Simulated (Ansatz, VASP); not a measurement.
# MgO in VASP and in Ansatz

Contents of POSCAR:

```
MgO
1.0
    3.4863778627      0.0000000000      0.0000000000
   -1.7431889314      3.0192917963      0.0000000000
    0.0000000000      0.0000000000      4.1780412200
Mg O
2 2
Direct
    0.6666666667      0.3333333333      0.7500000000
    0.3333333333      0.6666666667      0.2500000000
    0.7626420700      0.4035922048      0.1781960172
    0.3333333333      0.6666666667      0.7500000000
```

The input INCAR.step1:

```
ALGO = Normal
EDIFF = 1E-4
ENCUT = 520
GGA = PE
ISMEAR = 1
LASPH = True
LCHARG = False
LREAL = False
LWAVE = True
NBANDS = 16
NELM = 100
PREC = Accurate
SIGMA = 0.02
```

The input INCAR.step2:

```
ALGO = Normal
EDIFF = 1E-7
ENCUT = 520
ISIF = 2
ISMEAR = 1
ISTART = 1
LASPH = True
LCHARG = True
LELF = True
LMIXTAU = True
LREAL = False
LVHAR = True
LWAVE = False
METAGGA = R2SCAN
NBANDS = 16
NELM = 100
PREC = Accurate
SIGMA = 0.02
```

Contents of KPOINTS:

```
k-points
0
Gamma
  6 6 6
```

Input for Ansatz:

```yaml
crystal:
  lattice:
    - [3.4863778627, 0.0, 0.0]
    - [-1.7431889314, 3.0192917963, 0.0]
    - [0.0, 0.0, 4.17804122]
  atoms:
    - { symbol: Mg, position: [0.6666666667, 0.3333333333, 0.75] }
    - { symbol: Mg, position: [0.3333333333, 0.6666666667, 0.25] }
    - { symbol: O, position: [0.76264207, 0.4035922048, 0.1781960172] }
    - { symbol: O, position: [0.3333333333, 0.6666666667, 0.75] }
basis:
  ecutwfc: 500
kpoints:
  mp_grid: { grid: [6, 6, 6] }
hamiltonian:
  xc: r2scan
scf:
  occupations: { method: cold, width: 0.02 }
output:
  forces: true
  stress: true
  eigenvalues: true
```

Alike in both runs: task single point; functional r2SCAN; k mesh 6 × 6 × 6; no spin polarisation.

```csv
,VASP,Ansatz
version,VASP 6.6.1,Ansatz 0.2.0
potentials or method,"VASP PAW PBE potentials, release 64 (Mg, O), cutoff 520 eV","scalar-relativistic, plane waves, PAW"
occupations,"methfessel-paxton of order 1, width 0.02 eV","cold, width 0.02 eV"
valence electrons in the cell,16,32
```

Ansatz gave:

```
gap on the k mesh at the Fermi level (eV)                     : 3.84
least direct gap on the mesh (eV)                             : 3.84
pressure (GPa)                                                : 9.8
traceless stress, the component that is largest in VASP (GPa) : -10.63
rms of the force components (eV/Å)                            : 2.158
```

**Question.** Estimate VASP's values.

**Answer.** gap on the k mesh at the Fermi level (eV): 3.83; least direct gap on the mesh (eV): 3.83; pressure (GPa): 9.3; traceless stress, the component that is largest in VASP (GPa): -10.73; rms of the force components (eV/Å): 2.196.

VASP's potentials were made for PBE, not for r2SCAN. Atom by atom the forces differ by 0.040 eV/Å (rms over components). VASP's potentials hold 16 valence electrons a cell and Ansatz's 32, so a difference there can come from the potentials and not from the codes.
